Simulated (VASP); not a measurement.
Pt, 1 atom in the cell. Symmetry: Fm-3m, No. 225, cubic system. Conventional cell: a = 3.940 Å, b = 3.940 Å, c = 3.940 Å, α = 90.00°, β = 90.00°, γ = 90.00°. Within 3.7 Å of Pt (site symmetry m-3m) lie 12 Pt at 2.79 Å. 

```yaml
Program: VASP 6.6.1
Task: single point
Functional: r2SCAN
Potentials_or_basis: VASP PAW PBE potentials, release 64 (Pt)
Cutoff: 550 eV
k_mesh: 28 × 28 × 28
Occupations: gaussian, width 0.15 eV
Spin: no spin polarisation
Dipole_correction: no
Further_INCAR_settings: ALGO = Normal; EDIFF = 1e-06; NBANDS = 11
```

Potentials or basis: VASP PAW PBE potentials, release 64 (Pt).

Run with:

```sh
$ cat potpaw_PBE.64/Pt/POTCAR > POTCAR
$ cp INCAR.step1 INCAR
$ mpirun -np 1 vasp_std > vasp.out
$ cp INCAR.step2 INCAR
$ mpirun -np 1 vasp_std > vasp.out
```

Hardware: 1 thread of Intel Xeon 8259CL, on a shared host.

**Question.** Estimate the wall time of this run.

**Answer.** Run time: 6.2 min on 1 thread of Intel Xeon 8259CL (shared host), peak memory 0.25 GiB. Counts: k points 624.
